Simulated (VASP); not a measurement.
# InSe in VASP: single point with PBE+D3(BJ)

Aim: the single point of InSe with PBE+D3(BJ).

All numbers are computed with VASP 6.6.1; they aren't measurements. Logs are shortened: lines on timing, memory, paths and dates and some standing lists are left out, and cuts for length are marked.

**1. The cell of the first run**

The cell holds a slab with vacuum, 8 atoms: a = 4.027 Å, b = 4.027 Å, c = 28.271 Å, α = 90.00°, β = 90.00°, γ = 120.00°.

**2. Single point, PBE+D3(BJ) (layers slid over each other)**

Input file INCAR:

```
SYSTEM = InSe
ALGO     = Normal         ! electronic algorithm
DIPOL    = 0.5 0.5 0.406
EDIFF    = 1E-6           ! SCF threshold, eV
ENCUT    = 520            ! plane-wave cutoff, eV
GGA      = PE             ! functional
IDIPOL   = 3            
ISIF     = 2              ! what is computed and relaxed
ISMEAR   = 0              ! smearing method
IVDW     = 12             ! dispersion correction
LASPH    = .TRUE.         ! aspherical terms in the spheres
LCHARG   = .FALSE.        ! write CHGCAR
LDIPOL   = .TRUE.       
LREAL    = .FALSE.        ! projectors in reciprocal space
LWAVE    = .FALSE.        ! write WAVECAR
NBANDS   = 48             ! bands
NELM     = 80             ! most SCF steps
PREC     = Accurate       ! precision mode
SIGMA    = 0.05           ! smearing width, eV
```

Input file KPOINTS:

```
k-points
0
G
  9 9 1
  0 0 0
```

Input file POSCAR:

```
InSe
1.0
    4.0266104108      0.0000000000      0.0000000000
   -2.0133052054      3.4871469069      0.0000000000
    0.0000000000      0.0000000000     28.2707105452
Se In
4 4
Direct
    0.0000000000      0.0000000000      0.1591753413
    0.0000000000      0.0000000000      0.3496677332
    0.2222222222      0.8888888889      0.4614441951
    0.2222222222      0.8888888889      0.6519365870
    0.6666666667      0.3333333333      0.2049979888
    0.6666666667      0.3333333333      0.3038451603
    0.8888888889      1.2222222222      0.5072668426
    0.8888888889      1.2222222222      0.6061140141
```

Potentials or basis: VASP PAW PBE potentials, release 64 (Se, In_d).

Command:

```sh
> cat potpaw_PBE.64/Se/POTCAR potpaw_PBE.64/In_d/POTCAR > POTCAR
> mpirun -np 1 vasp_std > vasp.out
```

OUTCAR:

```text
SYSTEM = InSe
   EDIFF = 1E-6
   ENCUT = 520
   GGA = PE
   ISIF = 2
   ISMEAR = 0
   IVDW = 12
   LASPH = .TRUE.
   LREAL = .FALSE.
   NELM = 80
   PREC = Accurate
 IVDW          = 12

 ion  position               nearest neighbor table
   1  0.000  0.000  0.159-   5 2.66   5 2.66   5 2.66
   2  0.000  0.000  0.350-   6 2.66   6 2.66   6 2.66
   3  0.222  0.889  0.461-   7 2.66   7 2.66   7 2.66
   4  0.222  0.889  0.652-   8 2.66   8 2.66   8 2.66
   5  0.667  0.333  0.205-   1 2.66   1 2.66   1 2.66   6 2.79
   6  0.667  0.333  0.304-   2 2.66   2 2.66   2 2.66   5 2.79
   7  0.889  0.222  0.507-   3 2.66   3 2.66   3 2.66   8 2.79
   8  0.889  0.222  0.606-   4 2.66   4 2.66   4 2.66   7 2.79

  LATTYP: Found a hexagonal cell.
 ALAT       =     4.0266104108
 C/A-ratio  =     7.0209699129

  Lattice vectors:

 A1 = (   4.0266104108,   0.0000000000,   0.0000000000)
 A2 = (  -2.0133052054,   3.4871469069,   0.0000000000)
 A3 = (   0.0000000000,   0.0000000000,  28.2707105452)

Analysis of symmetry for initial positions (statically):
=====================================================================
 Subroutine PRICEL returns:
 Original cell was already a primitive cell.

 Routine SETGRP: Setting up the symmetry group for a
 hexagonal supercell.

 Subroutine GETGRP returns: Found  1 space group operations
 (whereof  1 operations were pure point group operations)
 out of a pool of 24 trial point group operations.

The static configuration has the point symmetry C_1 .

Analysis of symmetry for dynamics (positions and initial velocities):
=====================================================================
 Subroutine PRICEL returns:
 Original cell was already a primitive cell.

 Routine SETGRP: Setting up the symmetry group for a
 hexagonal supercell.

 Subroutine GETGRP returns: Found  1 space group operations
 (whereof  1 operations were pure point group operations)
 out of a pool of 24 trial point group operations.

The dynamic configuration has the point symmetry C_1 .

 Subroutine INISYM returns: Found  1 space group operations
 (whereof  1 operations are pure point group operations),
 and found     1 'primitive' translations

----------------------------------------------------------------------------------------

                                     Primitive cell

  volume of cell :     396.9598

  direct lattice vectors                    reciprocal lattice vectors
     4.026610411  0.000000000  0.000000000     0.248347840  0.143383693  0.000000000
    -2.013305205  3.487146907  0.000000000     0.000000000  0.286767385  0.000000000
     0.000000000  0.000000000 28.270710545     0.000000000  0.000000000  0.035372298

  length of vectors
     4.026610411  4.026610411 28.270710545     0.286767385  0.286767385  0.035372298

  position of ions in fractional coordinates (direct lattice)
     0.000000000  0.000000000  0.159175341
     0.000000000  0.000000000  0.349667733
     0.222222222  0.888888889  0.461444195
     0.222222222  0.888888889  0.651936587
     0.666666667  0.333333333  0.204997989
     0.666666667  0.333333333  0.303845160
     0.888888889  0.222222222  0.507266843
     0.888888889  0.222222222  0.606114014

  ion indices of the primitive-cell ions
   primitive index   ion index
                 1           1
                 2           2
                 3           3
                 4           4
                 5           5
                 6           6
                 7           7
                 8           8

----------------------------------------------------------------------------------------

 KPOINTS: k-points

Automatic generation of k-mesh.
 Grid dimensions read from file:
 generate k-points for:    9    9    1

 Generating k-lattice:

  Cartesian coordinates                     Fractional coordinates (reciprocal lattice)
     0.027594204  0.015931521  0.000000000     0.111111111 -0.000000000  0.000000000
     0.000000000  0.031863043  0.000000000     0.000000000  0.111111111  0.000000000
     0.000000000  0.000000000  0.035372298     0.000000000  0.000000000  1.000000000

  Length of vectors
     0.031863043  0.031863043  0.035372298

  Shift w.r.t. Gamma in fractional coordinates (k-lattice)
     0.000000000  0.000000000  0.000000000

 Subroutine IBZKPT returns following result:
 ===========================================

 Found     41 irreducible k-points:

 Following reciprocal coordinates:
            Coordinates               Weight
  0.000000  0.000000  0.000000      1.000000
  0.111111  0.000000  0.000000      2.000000
  0.000000  0.111111  0.000000      2.000000
 -0.111111  0.111111  0.000000      2.000000
  0.222222 -0.000000  0.000000      2.000000
  0.000000  0.222222  0.000000      2.000000
[... 16 lines left out ...]
  0.333333  0.111111  0.000000      2.000000
 -0.111111  0.444444  0.000000      2.000000
 [... further k-points ...]
   k-points           NKPTS =     41   k-points in BZ     NKDIM =     41   number of bands    NBANDS=     48
   number of dos      NEDOS =    301   number of ions     NIONS =      8
   total plane-waves  NPLWV = 189000
   dimension x,y,z NGX =    30 NGY =   30 NGZ =  210
   dimension x,y,z NGXF=    60 NGYF=   60 NGZF=  420
   ions per type =               4   4
   NGX,Y,Z   is equivalent  to a cutoff of  12.39, 12.39, 12.35 a.u.
   NGXF,Y,Z  is equivalent  to a cutoff of  24.77, 24.77, 24.70 a.u.
 SYSTEM =  InSe
   PREC   = accura    normal or accurate (medium, high low for compatibility)
   ISTART =      0    job   : 0-new  1-cont  2-samecut
   ICHARG =      2    charge: 1-file 2-atom 10-const
   ISPIN  =      1    spin polarized calculation?
   LNONCOLLINEAR =      F non collinear calculations
   LSORBIT =      F    spin-orbit coupling
   LASPH  =      T    aspherical Exc in radial PAW
   ENCUT  =  520.0 eV  38.22 Ry    6.18 a.u.   7.49  7.49 52.56*2*pi/ulx,y,z
   NELM   =     80;   NELMIN=  2; NELMDL= -5     # of ELM steps
   EDIFF  = 0.1E-05   stopping-criterion for ELM
   LREAL  =      F    real-space projection
   EDIFFG = 0.1E-04   stopping-criterion for IOM
   NSW    =      0    number of steps for IOM
   IBRION =     -1    ionic relax: 0-MD 1-quasi-New 2-CG
   NFREE  =      0    steps in history (QN), initial steepest desc. (CG)
   ISIF   =      2    stress and relaxation
   ISYM   =      2    0-nonsym 1-usesym 2-fastsym
   POTIM  = 0.5000    time-step for ionic-motion
   TEBEG  =    0.0;   TEEND  =   0.0 temperature during run
   PSTRESS=    0.0 pullay stress
   NELECT =      76.0000    total number of electrons
   NUPDOWN=      -1.0000    fix difference up-down
   EMIN   =  10.00;   EMAX   =-10.00  energy-range for DOS
   EFERMI =   0.00;   METHOD = LEGACY
   ISMEAR =     0;   SIGMA  =   0.05  broadening in eV -4-tet -1-fermi 0-gaus
   EFERMI_NEDOS =   21; number of points for ismear=-14 and -15
   IALGO  =     38    algorithm
   IMIX   =      4    mixing-type and parameters
     AMIX     =   0.40;   BMIX     =  1.00
     AMIX_MAG =   1.60;   BMIX_MAG =  1.00
  volume/ion in A,a.u.               =      49.62       334.85
  Fermi-wavevector in a.u.,A,eV,Ry     =   0.943548  1.783047 12.113024  0.890282
  Thomas-Fermi vector in A             =   2.071266
   LORBIT       =      0    0 simple, 1 ext, 2 COOP (PROOUT), +10 PAW based schemes
   GGA     = PE    functional components
   LHFCALC =     F    Hartree Fock is set to
   AEXX    =    0.0000 exact exchange contribution
   IVDW    =    12    specifies the selected vdW correction
   LEPSILON=     F    determine dielectric tensor
   LRPA    =     F    only Hartree local field effects (RPA)
 non-spin polarized calculation
 Gauss-broadening in eV      SIGMA  =   0.05
  energy-cutoff  :      520.00
  volume of cell :      396.96
 maximum number of plane-waves:     10749
 NGX is ok and might be reduce to    30
   NGX = 15   NGY = 15   NGZ =105

 dipolmoment           0.000000      0.000000      0.000286 electrons x Angstroem

 number of electron      75.9999999 magnetization

 dipolmoment           0.000000      0.000000     -0.000142 electrons x Angstroem

 Free energy of the ion-electron system (eV)
  ---------------------------------------------------
  ext. energy  EPLUGINS =         0.00000000
  ---------------------------------------------------
  free energy    TOTEN  =       -28.31614842 eV

  energy without entropy =      -28.31614842  energy(sigma->0) =      -28.31614842

 E-fermi :   0.1552     XC(G=0):  -5.6433

 val. band max:       -0.0853625527   @ k =   0.0000   0.1111   0.0000
 cond. band min:       0.9197780718   @ k =   0.0000   0.0000   0.0000
 fundamental gap:      1.0051406245
 Fermi energy:         0.1551787923

 k-point     1 :       0.0000    0.0000    0.0000
  band No.  band energies     occupation
      1     -14.5180      2.00000
      2     -14.5157      2.00000
      3     -14.3359      2.00000
      4     -14.3343      2.00000
      5     -14.3340      2.00000
      6     -14.3317      2.00000
[... 40 lines left out ...]
     47       5.0461      0.00000
     48       5.2080      0.00000

 k-point     2 :       0.1111    0.0000    0.0000
  band No.  band energies     occupation
      1     -14.5175      2.00000
      2     -14.5152      2.00000
      3     -14.3769      2.00000
      4     -14.3726      2.00000
      5     -14.3338      2.00000
      6     -14.3303      2.00000
[... 40 lines left out ...]
     47       5.0963      0.00000
     48       5.2014      0.00000

 k-point     3 :       0.0000    0.1111    0.0000
  band No.  band energies     occupation
      1     -14.5176      2.00000
      2     -14.5152      2.00000
      3     -14.3772      2.00000
      4     -14.3727      2.00000
      5     -14.3333      2.00000
      6     -14.3304      2.00000
[... 1060 lines left out ...]
     47       4.4540      0.00000
     48       4.5991      0.00000

 k-point    24 :      -0.1111    0.4444    0.0000
  band No.  band energies     occupation
      1     -14.6170      2.00000
      2     -14.6043      2.00000
      3     -14.5052      2.00000
      4     -14.4972      2.00000
      5     -14.4621      2.00000
      6     -14.4598      2.00000
[... 40 lines left out ...]
     47       4.4815      0.00000
     48       4.5991      0.00000

 [... further k-points ...]

------------------------ aborting loop because EDIFF is reached ----------------------------------------

 vacuum level on the upper side and lower side of the slab       (xc-potential included)        -0.133        -0.132

 Edisp (eV)   -2.04511

 E8    (eV) :    -0.9587

  FORCE on cell =-STRESS in cart. coord.  units (eV):
  Direction    XX          YY          ZZ          XY          YZ          ZX
  --------------------------------------------------------------------------------------
  -------------------------------------------------------------------------------------
  Total       0.13614    -0.04683     0.51436    -0.06298    -0.15842     0.44356
  in kB       0.54946    -0.18900     2.07604    -0.25418    -0.63939     1.79025
  external pressure =        0.81 kB  Pullay stress =        0.00 kB

 VOLUME and BASIS-vectors are now :
 -----------------------------------------------------------------------------
  energy-cutoff  :      520.00
  volume of cell :      396.96
      direct lattice vectors                 reciprocal lattice vectors
     4.026610411  0.000000000  0.000000000     0.248347840  0.143383693  0.000000000
    -2.013305205  3.487146907  0.000000000     0.000000000  0.286767385  0.000000000
     0.000000000  0.000000000 28.270710545     0.000000000  0.000000000  0.035372298

 POSITION                                       TOTAL-FORCE (eV/Angst)
 -----------------------------------------------------------------------------------
      0.00000      0.00000      4.50000        -0.002922      0.001637     -0.010211
      0.00000      0.00000      9.88536        -0.123283      0.048324     -0.102717
     -0.89480      3.09969     13.04536         0.115811     -0.037354      0.101027
     -0.89480      3.09969     18.43071         0.001801     -0.000135      0.010059
      2.01331      1.16238      5.79544        -0.008398      0.004113      0.006209
      2.01331      1.16238      8.58992         0.014018     -0.010975     -0.031281
      3.13181      0.77492     14.34079        -0.003262     -0.004573      0.033299
      3.13181      0.77492     17.13527         0.006234     -0.001036     -0.006385
 -----------------------------------------------------------------------------------
    total drift:                                0.000136     -0.000148     -0.000386

  FREE ENERGIE OF THE ION-ELECTRON SYSTEM (eV)
  ---------------------------------------------------
  free  energy   TOTEN  =       -30.3612595595 eV

  energy  without entropy=      -30.3612595595  energy(sigma->0) =      -30.36125956

 vacuum level on the upper side and lower side of the slab         5.397         5.399
```

It took 15 min on 1 thread of Oxide Virtual Turin-like, shared host; peak memory 0.79 GiB.

Results:

| Property | Result |
| --- | --- |
| Free energy | -30.3613 eV |
| Largest force | 0.168 eV/Å |
| Band gap on the k mesh | 1.01 eV (least direct gap 1.07 eV) |
| Dispersion energy per atom | -0.256 eV |

Forces on the atoms (eV/Å):
```
Se  -0.003  0.002 -0.010
Se  -0.123  0.048 -0.103
Se   0.116 -0.037  0.101
Se   0.002  0.000  0.010
In  -0.008  0.004  0.006
In   0.014 -0.011 -0.031
In  -0.003 -0.005  0.033
In   0.006 -0.001 -0.006
```

Caveat: the cell differs from its parent crystal (layers slid over each other); spin-orbit coupling is left out, which moves the levels of the heavy elements.
